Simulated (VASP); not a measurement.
## K2S: single point with revPBE

K2S:

```xyz
3
Lattice="0.0000 3.8490 3.8490 3.8490 0.0000 3.8490 3.8490 3.8490 0.0000" Properties=species:S:1:pos:R:3 pbc="T T T"
K     1.9245    1.9245    1.9245
K     5.7735    5.7735    5.7735
S     0.0000    0.0000    0.0000
```

This cell differs from its parent crystal: volume scaled by 1.04.

* Program: VASP 6.6.1
* Task: single point
* Functional: revPBE
* Potentials or basis: VASP PAW PBE potentials, release 64 (K_sv, S)
* Cutoff: 500 eV
* k mesh: 6 × 6 × 6
* Occupations: gaussian, width 0.05 eV
* Spin: no spin polarisation

```
Pressure               : -0.6 GPa
Band gap on the k mesh : 2.31 eV, indirect (least direct gap 2.42 eV)
```

Levels at points of the mesh, in eV from the valence-band top:
| k point | band 9 | band 10 | band 11 | band 12 | band 13 | band 14 | band 15 | band 16 |
| --- | --- | --- | --- | --- | --- | --- | --- | --- |
| (0.00, 0.00, 0.00) | -9.52 | -0.10 | -0.10 | -0.10 | 2.31 | 5.51 | 5.51 | 7.20 |
| (0.50, 0.00, 0.00) | -9.40 | -0.52 | -0.03 | -0.03 | 4.68 | 4.68 | 5.75 | 5.75 |
| (0.50, 0.50, 0.00) | -9.37 | -0.61 | 0.00 | 0.00 | 3.66 | 5.19 | 6.16 | 6.55 |

Run time: 22 s on 1 thread of Intel(R) Xeon(R) 6975P-C (Granite Rapids), with other jobs on the host, peak memory 0.23 GiB.

Caveat: the PAW data sets were made with another functional, which shifts forces and pressure a little. A k mesh can miss the band edges.
